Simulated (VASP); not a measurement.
Write the native input for VASP 6.6.1 that does the following.

- Task: single point
- Functional: LDA
- Potentials or basis: VASP PAW LDA potentials, release 64 (Sn_d, O)
- Cutoff: 520 eV
- k mesh: 6 × 6 × 6
- Occupations: gaussian, width 0.01 eV
- Spin: no spin polarisation
- Dipole correction: no
- Further INCAR settings: ALGO = Normal; EDIFF = 1e-07; NBANDS = 28

The structure of SnO lies in POSCAR:

```
SnO
1.0
    3.7986000000      0.0000000000      0.0000000000
    0.0000000000      3.7986000000      0.0000000000
    0.0000000000      0.0000000000      4.8408000000
Sn O
2 2
Direct
    0.5000000000      0.0000000000      0.2369000000
    0.0000000000      0.5000000000      0.7631000000
    0.0000000000      0.0000000000      0.0000000000
    0.5000000000      0.5000000000      0.0000000000
```

The input as run:

INCAR

```
PREC = Accurate
ENCUT = 520
EDIFF = 1E-7
ISMEAR = 0
SIGMA = 0.01
LREAL = False
LASPH = True
NELM = 80
ALGO = Normal
ISIF = 2
LWAVE = False
LCHARG = False
NBANDS = 28
```

KPOINTS

```
regular mesh
0
Gamma
  6 6 6
```

Potentials or basis: VASP PAW LDA potentials, release 64 (Sn_d, O).

Launch:

```bash
$ cat potpaw_LDA.64/Sn_d/POTCAR potpaw_LDA.64/O/POTCAR > POTCAR
$ mpirun -np 1 vasp_std > vasp.out
```

It gave:

The pressure is -1.9 GPa. The largest force is 0.007 eV/Å. The band gap on the k mesh is 0.13 eV (least direct gap 1.97 eV).

Caveat: spin-orbit coupling is left out, which moves the levels of the heavy elements.

Run time: 29 s on 1 thread of Intel(R) Xeon(R) 6975P-C (Granite Rapids), with other jobs on the host, peak memory 0.18 GiB.
